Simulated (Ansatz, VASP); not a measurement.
## One calculation of C, two programs

The input POSCAR:

```
C
1.0
    0.0000000000      1.7833900000      1.7833900000
    1.7833900000      0.0000000000      1.7833900000
    1.7833900000      1.7833900000      0.0000000000
C
2
Direct
    0.5000000000      0.5000000000      0.5000000000
    0.7500000000      0.7500000000      0.7500000000
```

Contents of INCAR.step1:

```
SYSTEM = C
PREC = Accurate ; ENCUT = 660
ISMEAR = -5 ; SIGMA = 0.1
LREAL = .False. ; LASPH = .True.
NELM = 120 ; NBANDS = 11
GGA = PE ; ALGO = Normal
EDIFF = 1E-5 ; LWAVE = .True.
LCHARG = .False. ; GGA_COMPAT = .False.
```

File INCAR.step2:

```
SYSTEM = C
PREC = Accurate ; ENCUT = 660
EDIFF = 1E-6 ; ISMEAR = -5
SIGMA = 0.1 ; LREAL = .False.
LASPH = .True. ; NELM = 120
ALGO = Normal ; ISIF = 2
LWAVE = .False. ; LCHARG = .True.
METAGGA = R2SCAN ; LMIXTAU = .True.
LELF = .True. ; LVHAR = .True.
NBANDS = 11 ; ISTART = 1
GGA_COMPAT = .False.
```

KPOINTS

```
regular mesh
0
Gamma
  12 12 12
  0 0 0
```

Input for Ansatz:

```yaml
crystal:
  lattice:
    - [0.0, 1.78339, 1.78339]
    - [1.78339, 0.0, 1.78339]
    - [1.78339, 1.78339, 0.0]
  atoms:
    - { symbol: C, position: [0.5, 0.5, 0.5] }
    - { symbol: C, position: [0.75, 0.75, 0.75] }
hamiltonian:
  xc: r2scan
  pseudopotentials: { kind: paw }
basis:
  ecutwfc: 500
kpoints:
  mp_grid: { grid: [12, 12, 12] }
scf:
  occupations: { method: tetrahedron }
  lower_state_search: "off"
  max_iter: 80
output:
  forces: true
  stress: true
```

Alike in both runs: task single point; functional r2SCAN; k mesh 12 × 12 × 12; occupations tetrahedron; no spin polarisation.

|  | VASP | Ansatz |
| --- | --- | --- |
| version | VASP 6.6.1 | Ansatz 0.2.0 |
| potentials or method | VASP PAW PBE potentials, release 64 (C), cutoff 660 eV | PAW, plane waves, scalar-relativistic |
| valence electrons in the cell | 8 | 8 |

Ansatz gave:

| Property | Result |
| --- | --- |
| gap on the k mesh at the Fermi level (eV) | 4.37 |
| pressure (GPa) | -2.4 |

Question: Estimate VASP's values.

Answer: gap on the k mesh at the Fermi level (eV): 4.34; pressure (GPa): -2.3.

VASP's potentials were made for PBE, not for r2SCAN. With one functional, cell and mesh, what is left measures potentials, basis and numerics. Ansatz's warnings: band table not solved further, tetrahedron derivatives may miss energy slope.
